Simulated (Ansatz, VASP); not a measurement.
CdF2: VASP beside Ansatz

INCAR

```
SYSTEM = CdF2
PREC = Accurate
ENCUT = 600
EDIFF = 1E-6
ISMEAR = 0
SIGMA = 0.1
LREAL = .False.
LASPH = .True.
NELM = 60
ALGO = Normal
ISIF = 3
LWAVE = .False.
LCHARG = .False.
GGA = PE
IBRION = 2
NSW = 90
EDIFFG = -0.04
```

Contents of KPOINTS:

```
Automatic mesh
0
Gamma
  4 4 4
  0 0 0
```

POSCAR

```
CdF2
1.0
    4.0836437200      0.0000000000      0.0000000000
    0.0000000000      4.0836437200      0.0000000000
    0.0000000000      0.0000000000      5.7751443400
Cd F
1 2
Direct
    0.0000000000      0.0000000000      0.0000000000
    0.5000000000      0.0000000000      0.2500000000
    0.0000000000      0.5000000000      0.7500000000
```

Input for Ansatz:

```yaml
crystal:
  lattice:
    - [4.08364372, 0.0, 0.0]
    - [0.0, 4.08364372, 0.0]
    - [0.0, 0.0, 5.77514434]
  atoms:
    - { symbol: Cd, position: [0.0, 0.0, 0.0] }
    - { symbol: F, position: [0.5, 0.0, 0.25] }
    - { symbol: F, position: [0.0, 0.5, 0.75] }
basis:
  ecutwfc: 420
kpoints:
  mp_grid: { grid: [4, 4, 4] }
hamiltonian:
  xc: pbe
scf:
  occupations: { method: gaussian, width: 0.1 }
  lower_state_search: "off"
output:
  forces: true
  stress: true
  eigenvalues: true
relax:
  adjacent_minimum: "off"
  f_tol: 0.04
  max_steps: 70
  cell: { stress_tol: 0.4 }
```

Change from the starting cell: ordered vacancies on the cation sites of zinc blende (P-4m2, No. 115).

Alike in both runs: task relaxation of cell and atoms; functional PBE; k mesh 4 × 4 × 4; occupations gaussian, width 0.1 eV; no spin polarisation.

|  | VASP | Ansatz |
| --- | --- | --- |
| version | VASP 6.6.1 | Ansatz 0.2.0 |
| potentials or method | VASP PAW PBE potentials, release 64 (Cd, F), cutoff 600 eV | scalar-relativistic, plane waves, PAW |
| valence electrons in the cell | 26 | 34 |

|  | VASP | Ansatz | Ansatz less VASP |
| --- | --- | --- | --- |
| gap on the k mesh at the Fermi level, each at its own relaxed structure (eV) | 2.52 | 3.57 | +1.048 |
| relaxed volume (Å³/atom) | 15.65 | 27.51 | +11.861 |
| relaxed cell length with the largest relative difference (Å) | 3.796 | 5.560 | +1.7640 |

One of these differences is far larger than is usual between the two programs; its cause wasn't traced. VASP's potentials hold 26 valence electrons a cell and Ansatz's 34, so a difference there can come from the potentials and not from the codes.

Noted on VASP's run: the volume moved by over 15 % at a fixed basis, so the end points are rough.
